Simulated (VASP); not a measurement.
Here is a VASP 6.6.1 calculation.

File INCAR:

```
SYSTEM = Ta2N
ALGO = Normal ; EDIFF = 1E-6
ENCUT = 520 ; ISIF = 2
ISMEAR = 0 ; LASPH = .True.
LCHARG = .False. ; LREAL = .False.
LWAVE = .False. ; NBANDS = 50
NELM = 60 ; PREC = Accurate
SIGMA = 0.15
```

KPOINTS

```
k-points
0
Gamma
  9 9 8
  0 0 0
```

POSCAR

```
Ta2N
1.0
    5.1282710815      0.0000000000      0.0000000000
   -2.5641355407      4.4412130340      0.0000000000
    0.0000000000      0.0000000000      5.0769883706
Ta N
6 3
Direct
    0.6310702833      0.6310702833      0.7526041962
    0.0000000000      0.3689297167      0.7526041962
    0.3689297167      0.0000000000      0.7526041962
    0.3689297167      0.3689297167      0.2473958038
    0.0000000000      0.6310702833      0.2473958038
    0.6310702833      0.0000000000      0.2473958038
    0.6666666667      0.3333333333      0.5000000000
    0.3333333333      0.6666666667      0.5000000000
    0.0000000000      0.0000000000      0.0000000000
```

Potentials or basis: VASP PAW LDA potentials, release 64 (Ta_pv, N).

Run with:

```console
$ cat potpaw_LDA.64/Ta_pv/POTCAR potpaw_LDA.64/N/POTCAR > POTCAR
$ mpirun -np 1 vasp_std > vasp.out
```

Estimate the largest force.

5.137 eV/Å.

Estimate the pressure.

11.0 GPa.

Stress tensor (GPa, compression positive):
```
16.44  0.00  0.00
 0.00 16.44  0.00
 0.00  0.00  0.23
```

Caveat: forces of over 1 eV/Å act on the atoms, so gaps and moduli don't describe the material at rest.
